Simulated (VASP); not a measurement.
Wanted: the native input for a VASP 6.6.1 run.

- Task: single point
- Functional: LDA
- Potentials or basis: VASP PAW LDA potentials, release 64 (Si)
- Cutoff: 520 eV
- k mesh: 7 × 7 × 1
- Occupations: gaussian, width 0.05 eV
- Spin: collinear spin
- Starting moments: [0.0, 0.0, 0.0, 0.0, 2.0] μB
- Dipole correction: yes
- Further INCAR settings: ALGO = Normal; EDIFF = 1e-07; NBANDS = 22

The structure of Si lies in POSCAR:

```
Si
1.0
    3.8195065206      0.0000000000      0.0000000000
    0.0000000000      3.8195065206      0.0000000000
    0.0000000000      0.0000000000     21.0645252450
Si
5
Direct
    0.0000000000      0.5000000000      0.1898927203
    0.0000000000      0.0000000000      0.2540004780
    0.5000000000      0.0000000000      0.3202822601
    0.5000000000      0.5000000000      0.3828486591
    0.5000000000      0.5000000000      0.5143493679
```

These files were run (other wordings do the same):

INCAR

```
SYSTEM = Si
PREC     = Accurate       ! precision mode
ENCUT    = 520            ! plane-wave cutoff, eV
EDIFF    = 1E-7           ! SCF threshold, eV
ISMEAR   = 0              ! smearing method
SIGMA    = 0.05           ! smearing width, eV
LREAL    = .False.        ! projectors in reciprocal space
LASPH    = .True.         ! aspherical terms in the spheres
NELM     = 150            ! most SCF steps
ALGO     = Normal         ! electronic algorithm
ISIF     = 2              ! what is computed and relaxed
LWAVE    = .False.        ! write WAVECAR
LCHARG   = .False.        ! write CHGCAR
ISPIN    = 2              ! spin polarisation
MAGMOM   = 0 0 0 0 2      ! initial moments
LORBIT   = 11             ! projections on sites
LDIPOL   = .True.       
IDIPOL   = 3            
DIPOL    = 0.5 0.5 0.332
NBANDS   = 22             ! bands
```

KPOINTS

```
Automatic mesh
0
Gamma
  7 7 1
  0 0 0
```

Potentials or basis: VASP PAW LDA potentials, release 64 (Si).

Command:

```console
$ cat potpaw_LDA.64/Si/POTCAR > POTCAR
$ mpirun -np 1 vasp_std > vasp.out
```

It gave:

```
Largest force                                         : 1.926 eV/Å
Band gap on the k mesh                                : zero (filled and empty bands overlap)
Net moment                                            : 0.00 μB per cell
Valence electrons inside the program's atomic spheres : Si 1.60, 1.70, 1.69, 1.46 (each value once)
```

Wall time 5.5 min on 1 thread of AMD EPYC 9R14 (Zen 4), on a shared host, peak memory 0.34 GiB.
